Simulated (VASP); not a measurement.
A run of VASP 6.6.1:

File INCAR:

```
ALGO = Normal
EDIFF = 1E-6
ENCUT = 520
GGA = PS
ISIF = 2
ISMEAR = 0
LASPH = T
LCHARG = F
LREAL = F
LWAVE = F
NBANDS = 18
NELM = 80
PREC = Accurate
SIGMA = 0.05
```

The input KPOINTS:

```
k-points
0
Gamma
  10 10 10
```

POSCAR

```
ZrCu
1.0
    3.2028000588      0.0000000000      0.0000000000
    0.0000000000      3.2028000588      0.0000000000
    0.0000000000      0.0000000000      3.2028000588
Zr Cu
1 1
Direct
    0.0000000000      0.0000000000      0.0000000000
    0.5000000000      0.5000000000      0.5000000000
```

Potentials or basis: VASP PAW PBE potentials, release 64 (Zr_sv, Cu).

The run is started by

```bash
$ cat potpaw_PBE.64/Zr_sv/POTCAR potpaw_PBE.64/Cu/POTCAR > POTCAR
$ mpirun -np 1 vasp_std > vasp.out
```

Hardware: 1 thread of Oxide Virtual Turin-like Processor, on a shared host.

Question: Estimate the wall time of this run.

Answer: Wall time 21 s on 1 thread of Oxide Virtual Turin-like Processor, with other jobs on the host, peak memory 0.13 GiB. Counts: scf iterations 15, k points 56.
